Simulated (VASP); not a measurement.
**Re: single point with PBE**

Crystal: Re.

```
Re
1.0
     2.50543    0.00000    0.00000
    -1.25271    2.16976    0.00000
     0.00000    0.00000    2.25428
Re
1
Direct
  0.00000 0.00000 0.00000
```

This isn't the form of Re at room conditions, which is hcp.

```yaml
Program: VASP 6.6.1
Task: single point
Functional: PBE
Potentials_or_basis: VASP PAW PBE potentials, release 64 (Re)
Cutoff: 520 eV
k_mesh: 16 × 16 × 15
Occupations: fermi-dirac, width 0.08 eV
Spin: no spin polarisation
```

- Pressure: 149.4 GPa
- Band gap on the k mesh: zero (an odd number of electrons rules out a gap without spin polarisation)

Stress tensor (GPa, compression positive):
```
154.00   0.00   0.00
  0.00 154.00   0.00
  0.00   0.00 140.22
```

Levels at points of the mesh, in eV from the Fermi level:
```
           k point  band 1  band 2  band 3  band 4  band 5  band 6
(0.00, 0.00, 0.00)  -11.73   -8.11   -2.98   -2.98    5.84    5.84
(0.50, 0.00, 0.00)   -8.97   -6.73   -0.18    0.81    4.72    5.62
```

Run time: 42 s on 1 thread of Intel Xeon 8259CL (shared host), peak memory 0.15 GiB.

Caveat: the stress differs along the axes, from 140 to 154 GPa; spin-orbit coupling is left out, which moves the levels of the heavy elements.
